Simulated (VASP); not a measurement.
# B5Pt (P4/mmm) in VASP: a series of runs

B5Pt is run at these levels: PBE; tasks: single point, relaxation of cell and atoms.

Program: VASP 6.6.1. These are calculated values, not measurements. Logs are shortened: lines on timing, memory, paths and dates and some standing lists are left out, and cuts for length are marked.

### Step 1. The cell of the first run

It takes space group P4/mmm (No. 123, tetragonal). Conventional cell: a = 2.890 Å, b = 2.890 Å, c = 5.855 Å, α = 90.00°, β = 90.00°, γ = 90.00°. B (site symmetry 4mm) has 1 B at 1.59 Å within 2.1 Å. Within 2.2 Å of B (site symmetry 4mm) lie 1 B at 1.66 Å. B (site symmetry 4/mmm) has 10 B at 1.66 to 2.19 Å within 2.2 Å. Within 2.8 Å of Pt (site symmetry 4/mmm) lie 10 B at 2.13 to 2.41 Å.

### Step 2. Single point, PBE

File INCAR:

```
PREC = Accurate ; ENCUT = 520
EDIFF = 1E-6 ; ISMEAR = 0
SIGMA = 0.1 ; LREAL = F
LASPH = T ; NELM = 100
ALGO = Normal ; ISIF = 2
LWAVE = F ; LCHARG = F
GGA = PE ; NBANDS = 22
```

File KPOINTS:

```
Automatic mesh
0
Gamma
  14 14 6
```

File POSCAR:

```
B5Pt
1.0
    2.8902796070      0.0000000000      0.0000000000
    0.0000000000      2.8902796070      0.0000000000
    0.0000000000      0.0000000000      5.8550835227
B Pt
5 1
Direct
    0.5000000000      0.5000000000      0.3644226995
    0.5000000000      0.5000000000      0.6355773005
    0.0000000000      0.0000000000      0.2165289285
    0.0000000000      0.0000000000      0.7834710715
    0.0000000000      0.0000000000      0.5000000000
    0.5000000000      0.5000000000      0.0000000000
```

Potentials or basis: VASP PAW PBE potentials, release 64 (B, Pt).

Started as:

```
$ cat potpaw_PBE.64/B/POTCAR potpaw_PBE.64/Pt/POTCAR > POTCAR
$ mpirun -np 1 vasp_std > vasp.out
```

OUTCAR:

```text
PREC = Accurate
   ENCUT = 520
   EDIFF = 1E-6
   ISMEAR = 0
   LREAL = F
   LASPH = T
   NELM = 100
   ISIF = 2
   GGA = PE

 ion  position               nearest neighbor table
   1  0.500  0.500  0.364-   2 1.59   6 2.13
   2  0.500  0.500  0.636-   1 1.59   6 2.13
   3  0.000  0.000  0.217-   5 1.66   6 2.41   6 2.41   6 2.41   6 2.41
   4  0.000  0.000  0.783-   5 1.66   6 2.41   6 2.41   6 2.41   6 2.41
   5  0.000  0.000  0.500-   3 1.66   4 1.66
   6  0.500  0.500  0.000-   1 2.13   2 2.13   3 2.41   4 2.41   3 2.41   4 2.41   3 2.41   4 2.41
                             3 2.41   4 2.41

  LATTYP: Found a simple tetragonal cell.
 ALAT       =     2.8902796070
 C/A-ratio  =     2.0257844634

  Lattice vectors:

 A1 = (   2.8902796070,   0.0000000000,   0.0000000000)
 A2 = (   0.0000000000,   2.8902796070,   0.0000000000)
 A3 = (   0.0000000000,   0.0000000000,   5.8550835227)

Analysis of symmetry for initial positions (statically):
=====================================================================
 Subroutine PRICEL returns:
 Original cell was already a primitive cell.

 Routine SETGRP: Setting up the symmetry group for a
 simple tetragonal supercell.

 Subroutine GETGRP returns: Found 16 space group operations
 (whereof 16 operations were pure point group operations)
 out of a pool of 16 trial point group operations.

The static configuration has the point symmetry D_4h.

Analysis of symmetry for dynamics (positions and initial velocities):
=====================================================================
 Subroutine PRICEL returns:
 Original cell was already a primitive cell.

 Routine SETGRP: Setting up the symmetry group for a
 simple tetragonal supercell.

 Subroutine GETGRP returns: Found 16 space group operations
 (whereof 16 operations were pure point group operations)
 out of a pool of 16 trial point group operations.

The dynamic configuration has the point symmetry D_4h.

 Subroutine INISYM returns: Found 16 space group operations
 (whereof 16 operations are pure point group operations),
 and found     1 'primitive' translations

----------------------------------------------------------------------------------------

                                     Primitive cell

  volume of cell :      48.9117

  direct lattice vectors                    reciprocal lattice vectors
     2.890279607  0.000000000  0.000000000     0.345987287  0.000000000  0.000000000
     0.000000000  2.890279607  0.000000000     0.000000000  0.345987287  0.000000000
     0.000000000  0.000000000  5.855083523     0.000000000  0.000000000  0.170791757

  length of vectors
     2.890279607  2.890279607  5.855083523     0.345987287  0.345987287  0.170791757

  position of ions in fractional coordinates (direct lattice)
     0.500000000  0.500000000  0.364422699
     0.500000000  0.500000000  0.635577301
     0.000000000  0.000000000  0.216528928
     0.000000000  0.000000000  0.783471072
     0.000000000  0.000000000  0.500000000
     0.500000000  0.500000000  0.000000000

  ion indices of the primitive-cell ions
   primitive index   ion index
                 1           1
                 2           2
                 3           3
                 4           4
                 5           5
                 6           6

----------------------------------------------------------------------------------------

 KPOINTS: Automatic mesh

Automatic generation of k-mesh.
 Grid dimensions read from file:
 generate k-points for:   14   14    6

 Generating k-lattice:

  Cartesian coordinates                     Fractional coordinates (reciprocal lattice)
     0.024713378  0.000000000  0.000000000     0.071428571  0.000000000  0.000000000
     0.000000000  0.024713378  0.000000000     0.000000000  0.071428571  0.000000000
     0.000000000  0.000000000  0.028465293     0.000000000  0.000000000  0.166666667

  Length of vectors
     0.024713378  0.024713378  0.028465293

  Shift w.r.t. Gamma in fractional coordinates (k-lattice)
     0.000000000  0.000000000  0.000000000

 Subroutine IBZKPT returns following result:
 ===========================================

 Found    144 irreducible k-points:

 Following reciprocal coordinates:
            Coordinates               Weight
  0.000000  0.000000  0.000000      1.000000
  0.071429  0.000000  0.000000      4.000000
  0.142857  0.000000  0.000000      4.000000
  0.214286  0.000000  0.000000      4.000000
  0.285714  0.000000  0.000000      4.000000
  0.357143  0.000000  0.000000      4.000000
[... 16 lines left out ...]
  0.285714  0.214286  0.000000      8.000000
  0.357143  0.214286  0.000000      8.000000
 [... further k-points ...]
   k-points           NKPTS =    144   k-points in BZ     NKDIM =    144   number of bands    NBANDS=     22
   number of dos      NEDOS =    301   number of ions     NIONS =      6
   total plane-waves  NPLWV =  27648
   dimension x,y,z NGX =    24 NGY =   24 NGZ =   48
   dimension x,y,z NGXF=    48 NGYF=   48 NGZF=   96
   ions per type =               5   1
   NGX,Y,Z   is equivalent  to a cutoff of  13.80, 13.80, 13.63 a.u.
   NGXF,Y,Z  is equivalent  to a cutoff of  27.61, 27.61, 27.26 a.u.
 SYSTEM =  unknown system
   PREC   = accura    normal or accurate (medium, high low for compatibility)
   ISTART =      0    job   : 0-new  1-cont  2-samecut
   ICHARG =      2    charge: 1-file 2-atom 10-const
   ISPIN  =      1    spin polarized calculation?
   LNONCOLLINEAR =      F non collinear calculations
   LSORBIT =      F    spin-orbit coupling
   LASPH  =      T    aspherical Exc in radial PAW
   ENCUT  =  520.0 eV  38.22 Ry    6.18 a.u.   5.37  5.37 10.89*2*pi/ulx,y,z
   NELM   =    100;   NELMIN=  2; NELMDL= -5     # of ELM steps
   EDIFF  = 0.1E-05   stopping-criterion for ELM
   LREAL  =      F    real-space projection
   EDIFFG = 0.1E-04   stopping-criterion for IOM
   NSW    =      0    number of steps for IOM
   IBRION =     -1    ionic relax: 0-MD 1-quasi-New 2-CG
   NFREE  =      0    steps in history (QN), initial steepest desc. (CG)
   ISIF   =      2    stress and relaxation
   ISYM   =      2    0-nonsym 1-usesym 2-fastsym
   POTIM  = 0.5000    time-step for ionic-motion
   TEBEG  =    0.0;   TEEND  =   0.0 temperature during run
   PSTRESS=    0.0 pullay stress
   NELECT =      25.0000    total number of electrons
   NUPDOWN=      -1.0000    fix difference up-down
   EMIN   =  10.00;   EMAX   =-10.00  energy-range for DOS
   EFERMI =   0.00;   METHOD = LEGACY
   ISMEAR =     0;   SIGMA  =   0.10  broadening in eV -4-tet -1-fermi 0-gaus
   EFERMI_NEDOS =   21; number of points for ismear=-14 and -15
   IALGO  =     38    algorithm
   IMIX   =      4    mixing-type and parameters
     AMIX     =   0.40;   BMIX     =  1.00
     AMIX_MAG =   1.60;   BMIX_MAG =  1.00
  volume/ion in A,a.u.               =       8.15        55.01
  Fermi-wavevector in a.u.,A,eV,Ry     =   1.308932  2.473524 23.310918  1.713304
  Thomas-Fermi vector in A             =   2.439566
   LORBIT       =      0    0 simple, 1 ext, 2 COOP (PROOUT), +10 PAW based schemes
   GGA     = PE    functional components
   LHFCALC =     F    Hartree Fock is set to
   AEXX    =    0.0000 exact exchange contribution
   IVDW    =     0    specifies the selected vdW correction
   LEPSILON=     F    determine dielectric tensor
   LRPA    =     F    only Hartree local field effects (RPA)
 non-spin polarized calculation
 Gauss-broadening in eV      SIGMA  =   0.10
  energy-cutoff  :      520.00
  volume of cell :       48.91
 maximum number of plane-waves:      1338
 NGX is ok and might be reduce to    24
   NGX = 11   NGY = 11   NGZ = 21

 number of electron      25.0000001 magnetization

 Free energy of the ion-electron system (eV)
  ---------------------------------------------------
  ext. energy  EPLUGINS =         0.00000000
  ---------------------------------------------------
  free energy    TOTEN  =       -35.22001086 eV

  energy without entropy =      -35.21500546  energy(sigma->0) =      -35.21750816

 E-fermi :  10.0219     XC(G=0): -12.6887

 val. band max:        9.9845934789   @ k =   0.0000   0.0000   0.3333
 cond. band min:      10.0227016982   @ k =   0.4286   0.4286   0.5000
 fundamental gap:      0.0381082193
 Fermi energy:        10.0218749885

 k-point     1 :       0.0000    0.0000    0.0000
  band No.  band energies     occupation
      1      -6.2506      2.00000
      2      -2.3428      2.00000
      3      -1.9775      2.00000
      4       2.0762      2.00000
      5       2.8833      2.00000
      6       4.4719      2.00000
[... 14 lines left out ...]
     21      18.7808      0.00000
     22      18.7809      0.00000

 k-point     2 :       0.0714    0.0000    0.0000
  band No.  band energies     occupation
      1      -6.1717      2.00000
      2      -2.2888      2.00000
      3      -1.8740      2.00000
      4       2.1000      2.00000
      5       2.9118      2.00000
      6       4.3234      2.00000
[... 14 lines left out ...]
     21      18.4040      0.00000
     22      18.5963      0.00000

 k-point     3 :       0.1429    0.0000    0.0000
  band No.  band energies     occupation
      1      -5.9361      2.00000
      2      -2.1297      2.00000
      3      -1.5696      2.00000
      4       2.1511      2.00000
      5       2.9124      2.00000
      6       3.9463      2.00000
[... 14 lines left out ...]
     21      18.1480      0.00000
     22      18.3639      0.00000

 k-point     4 :       0.2143    0.0000    0.0000
  band No.  band energies     occupation
      1      -5.5469      2.00000
      2      -1.8744      2.00000
      3      -1.0827      2.00000
      4       1.9931      2.00000
      5       2.5951      2.00000
      6       3.4621      2.00000
[... 14 lines left out ...]
     21      17.8455      0.00000
     22      18.3161      0.00000

 k-point     5 :       0.2857    0.0000    0.0000
  band No.  band energies     occupation
      1      -5.0082      2.00000
      2      -1.5423      2.00000
      3      -0.4433      2.00000
      4       0.9642      2.00000
      5       2.5645      2.00000
      6       2.9578      2.00000
[... 14 lines left out ...]
     21      17.0743      0.00000
     22      17.6807      0.00000

 k-point     6 :       0.3571    0.0000    0.0000
  band No.  band energies     occupation
      1      -4.3248      2.00000
      2      -1.1735      2.00000
      3      -0.2750      2.00000
      4       0.3050      2.00000
      5       2.4871      2.00000
      6       2.6649      2.00000
[... 14 lines left out ...]
     21      16.4853      0.00000
     22      17.0763      0.00000

 k-point     7 :       0.4286    0.0000    0.0000
  band No.  band energies     occupation
      1      -3.5023      2.00000
      2      -1.4594      2.00000
      3      -0.8501      2.00000
      4       1.0830      2.00000
      5       2.1149      2.00000
      6       2.7243      2.00000
[... 324 lines left out ...]
      6       2.4522      2.00000
[... 14 lines left out ...]
     21      16.5624      0.00000
     22      17.7768      0.00000

 k-point    21 :       0.5000    0.1429    0.0000
  band No.  band energies     occupation
      1      -2.2901      2.00000
      2      -2.2087      2.00000
      3      -0.4558      2.00000
      4       1.8385      2.00000
      5       1.9280      2.00000
      6       1.9914      2.00000
[... 14 lines left out ...]
     21      16.7636      0.00000
     22      17.6794      0.00000

 k-point    22 :       0.2143    0.2143    0.0000
  band No.  band energies     occupation
      1      -4.8523      2.00000
      2      -1.3922      2.00000
      3      -0.3187      2.00000
      4       2.0922      2.00000
      5       2.9425      2.00000
      6       3.1815      2.00000
[... 14 lines left out ...]
     21      17.9420      0.00000
     22      19.1639      0.00000

 k-point    23 :       0.2857    0.2143    0.0000
  band No.  band energies     occupation
      1      -4.3202      2.00000
      2      -1.0470      2.00000
      3       0.1505      2.00000
      4       1.5183      2.00000
      5       2.6714      2.00000
      6       2.7968      2.00000
[... 14 lines left out ...]
     21      17.4379      0.00000
     22      19.0675      0.00000

 k-point    24 :       0.3571    0.2143    0.0000
  band No.  band energies     occupation
      1      -3.6450      2.00000
      2      -0.6567      2.00000
      3       0.2026      2.00000
      4       0.8517      2.00000
      5       2.3798      2.00000
      6       2.5977      2.00000
[... 14 lines left out ...]
     21      17.2537      0.00000
     22      18.7035      0.00000

 [... further k-points ...]
[... 5 lines left out ...]
  --------------------------------------------------------------------------------------
  -------------------------------------------------------------------------------------
  Total       -0.0695764     -0.0695764     -0.0143227      0.0000000      0.0000000      0.0000000
  in kB       -2.2790810     -2.2790810     -0.4691623      0.0000000      0.0000000      0.0000000
  external PRESSURE =      -1.6757748 kB  Pullay stress =       0.0000000 kB

 VOLUME and BASIS-vectors are now :
 -----------------------------------------------------------------------------
  energy-cutoff  :      520.00
  volume of cell :       48.91
      direct lattice vectors                 reciprocal lattice vectors
     2.890279607  0.000000000  0.000000000     0.345987287  0.000000000  0.000000000
     0.000000000  2.890279607  0.000000000     0.000000000  0.345987287  0.000000000
     0.000000000  0.000000000  5.855083523     0.000000000  0.000000000  0.170791757

 POSITION                                       TOTAL-FORCE (eV/Angst)
 -----------------------------------------------------------------------------------
      1.44514      1.44514      2.13373        -0.000000      0.000000     -0.011624
      1.44514      1.44514      3.72136        -0.000000     -0.000000      0.011624
      0.00000      0.00000      1.26779        -0.000000      0.000000     -0.015833
      0.00000      0.00000      4.58729         0.000000      0.000000      0.015833
      0.00000      0.00000      2.92754        -0.000000     -0.000000      0.000000
      1.44514      1.44514      0.00000        -0.000000     -0.000000      0.000000
 -----------------------------------------------------------------------------------
    total drift:                                0.000000     -0.000000     -0.000000

  FREE ENERGIE OF THE ION-ELECTRON SYSTEM (eV)
  ---------------------------------------------------
  free  energy   TOTEN  =       -35.2200108578 eV

  energy  without entropy=      -35.2150054598  energy(sigma->0) =      -35.21750816
```

Wall time 87 s (1 thread of Intel Xeon 6975P-C, shared host); peak memory 0.27 GiB.

Results:

```yaml
Free_energy: -35.2200 eV
Pressure: -0.2 GPa
Largest_force: 0.016 eV/Å
```

Forces on the atoms (eV/Å):
```
B    0.000  0.000 -0.012
B    0.000  0.000  0.012
B    0.000  0.000 -0.016
B    0.000  0.000  0.016
B    0.000  0.000  0.000
Pt   0.000  0.000  0.000
```

Stress tensor (GPa, compression positive):
```
-0.23  0.00  0.00
 0.00 -0.23  0.00
 0.00  0.00 -0.05
```

Caveat: spin-orbit coupling is left out, which moves the levels of the heavy elements.

(Part 1 of 3 ends here.)
